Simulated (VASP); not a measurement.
Write the native input for VASP 6.6.1 that does the following.

* Task: single point
* Functional: LDA
* Potentials or basis: VASP PAW LDA potentials, release 64 (Pt)
* Cutoff: 520 eV
* k mesh: 11 × 11 × 6
* Occupations: fermi-dirac, width 0.05 eV
* Spin: no spin polarisation
* Dipole correction: no
* Further INCAR settings: ALGO = Fast; EDIFF = 1e-07; NBANDS = 17

The structure of Pt lies in POSCAR:

```
Pt
1.0
    2.7421371004      0.0000000000      0.0000000000
   -1.3710685502      2.3747603895      0.0000000000
    0.0000000000      0.0000000000      4.7599710578
Pt
2
Direct
    0.3333333333      0.6666666667      0.2500000000
    0.6666666667      0.3333333333      0.7500000000
```

These files were run (other wordings do the same):

INCAR

```
PREC = Accurate ; ENCUT = 520
EDIFF = 1E-7 ; ISMEAR = -1
SIGMA = 0.05 ; LREAL = False
LASPH = True ; NELM = 100
ALGO = Fast ; ISIF = 2
LWAVE = False ; LCHARG = False
GGA = CA ; NBANDS = 17
```

KPOINTS

```
Automatic mesh
0
Gamma
  11 11 6
```

Potentials or basis: VASP PAW LDA potentials, release 64 (Pt).

Run with:

```console
$ cat potpaw_LDA.64/Pt/POTCAR > POTCAR
$ mpirun -np 1 vasp_std > vasp.out
```

Results of the run:

| Item | Value |
| --- | --- |
| Pressure | -10.4 GPa |
| Band gap on the k mesh | zero (band 10 reaches 11.00 eV, above the bottom of band 11 at 9.78 eV) |

Caveat: spin-orbit coupling is left out, which moves the levels of the heavy elements.

Run time: 13 s on 1 thread of Intel(R) Xeon(R) 6975P-C (Granite Rapids), on a shared host, peak memory 0.14 GiB.
